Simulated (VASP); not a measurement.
## K3SF: single point with HSE06

K3SF:

```xyz
5
Lattice="5.9318 0.0000 0.0000 0.0000 5.9318 0.0000 0.0000 0.0000 5.9318" Properties=species:S:1:pos:R:3 pbc="T T T"
F     0.0000    0.0000    0.0000
S     2.9659    2.9659    2.9659
K     2.9659    2.9659    0.0000
K     2.9659    0.0000    2.9659
K     0.0000    2.9659    2.9659
```

| Property | Result |
| --- | --- |
| Program | VASP 6.6.1 |
| Task | single point |
| Functional | HSE06 |
| Potentials or basis | VASP PAW PBE potentials, release 64 (F, S, K_sv) |
| Cutoff | 520 eV |
| k mesh | 2 × 2 × 2 |
| Occupations | gaussian, width 0.01 eV |
| Spin | no spin polarisation |
| Dipole correction | no |
| Grid for exact exchange (PRECFOCK) | Fast |
| Further INCAR settings | ALGO = Normal; EDIFF = 1e-07; NBANDS = 28 |
| Share of exact exchange | 0.25 |
| Screening parameter | 0.2079 1/Å |

| Property | Result |
| --- | --- |
| Pressure | 0.1 GPa |
| Band gap on the k mesh | 2.85 eV |

Levels at points of the mesh, in eV from the valence-band top:
| k point | band 16 | band 17 | band 18 | band 19 | band 20 | band 21 | band 22 | band 23 | band 24 | band 25 |
| --- | --- | --- | --- | --- | --- | --- | --- | --- | --- | --- |
| (0.00, 0.00, 0.00) | -1.40 | -1.40 | 0.00 | 0.00 | 0.00 | 2.85 | 5.58 | 5.58 | 6.21 | 6.21 |
| (0.50, 0.00, 0.00) | -1.40 | -1.40 | -0.75 | -0.07 | -0.07 | 4.22 | 4.34 | 6.35 | 6.35 | 6.46 |
| (0.50, 0.50, 0.00) | -1.46 | -1.40 | -0.75 | -0.75 | -0.13 | 4.93 | 5.36 | 5.36 | 5.86 | 6.70 |
| (0.50, 0.50, 0.50) | -1.42 | -1.42 | -0.84 | -0.84 | -0.84 | 5.77 | 5.77 | 5.77 | 5.77 | 6.41 |

Run time: 2.2 min on 1 thread of Intel(R) Xeon(R) Platinum 8488C (Sapphire Rapids), with other jobs on the host, peak memory 0.42 GiB.

Caveat: the k points lie up to 0.53 Å⁻¹ apart; the PAW data sets were made with another functional, which shifts forces and pressure a little.
